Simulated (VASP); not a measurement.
**Cr: single point with PBE**

Cr:

```
CELL_PARAMETERS angstrom
-1.41311 1.41311 1.44195
1.41311 -1.41311 1.44195
1.41311 1.41311 -1.44195
ATOMIC_POSITIONS crystal
Cr 0.00000 0.00000 0.00000
```

This cell differs from its parent crystal: x and y stretched by -2 %, z held.

```json
{"Program": "VASP 6.6.1", "Task": "single point", "Functional": "PBE", "Potentials or basis": "VASP PAW PBE potentials, release 64 (Cr_pv)", "Cutoff": "520 eV", "k mesh": "18 × 18 × 18", "Occupations": "fermi-dirac, width 0.08 eV", "Spin": "collinear spin, ferromagnetic start", "Starting moments": "[3.0] μB", "Dipole correction": "no", "Further INCAR settings": "ALGO = Normal; EDIFF = 1e-07; NBANDS = 16"}
```

* Pressure: 0.4 GPa
* Band gap on the k mesh: zero (filled and empty bands overlap)
* Net moment: 0.00 μB per cell
* Valence electrons inside the program's atomic spheres: Cr 11.06

Stress tensor (GPa, compression positive):
```
 2.69  0.00  0.00
 0.00  2.69  0.00
 0.00  0.00 -4.07
```

Levels at points of the mesh, in eV from the Fermi level:
Spin up:
| k point | band 2 | band 3 | band 4 | band 5 | band 6 | band 7 | band 8 | band 9 | band 10 | band 11 |
| --- | --- | --- | --- | --- | --- | --- | --- | --- | --- | --- |
| (0.00, 0.00, 0.00) | -42.73 | -42.73 | -7.88 | -0.98 | -0.98 | -0.81 | 1.05 | 1.22 | 7.10 | 22.01 |
| (0.50, 0.00, 0.00) | -43.02 | -42.74 | -4.45 | -2.41 | 1.05 | 1.05 | 1.47 | 2.82 | 7.09 | 9.88 |
| (0.50, 0.50, 0.00) | -43.04 | -42.75 | -4.47 | -2.61 | 1.24 | 1.25 | 1.54 | 2.85 | 7.09 | 10.08 |
| (0.50, 0.50, 0.50) | -43.35 | -43.35 | -4.37 | -4.31 | 2.42 | 2.45 | 2.45 | 7.10 | 10.13 | 10.87 |
Spin down:
```csv
k point,band 3,band 4,band 5,band 6,band 7,band 8,band 9,band 10
"(0.00, 0.00, 0.00)",-42.73,-7.88,-0.98,-0.98,-0.81,1.05,1.22,7.10
"(0.50, 0.00, 0.00)",-42.74,-4.45,-2.41,1.05,1.05,1.47,2.82,7.09
"(0.50, 0.50, 0.00)",-42.75,-4.47,-2.61,1.24,1.25,1.54,2.85,7.09
"(0.50, 0.50, 0.50)",-43.35,-4.37,-4.31,2.42,2.45,2.45,7.10,10.13
```

It took 73 s on 1 thread of Intel(R) Xeon(R) 6975P-C (Granite Rapids) (shared host), peak memory 0.23 GiB.

Caveat: the cell differs from its parent crystal (x and y stretched by -2 %, z held).
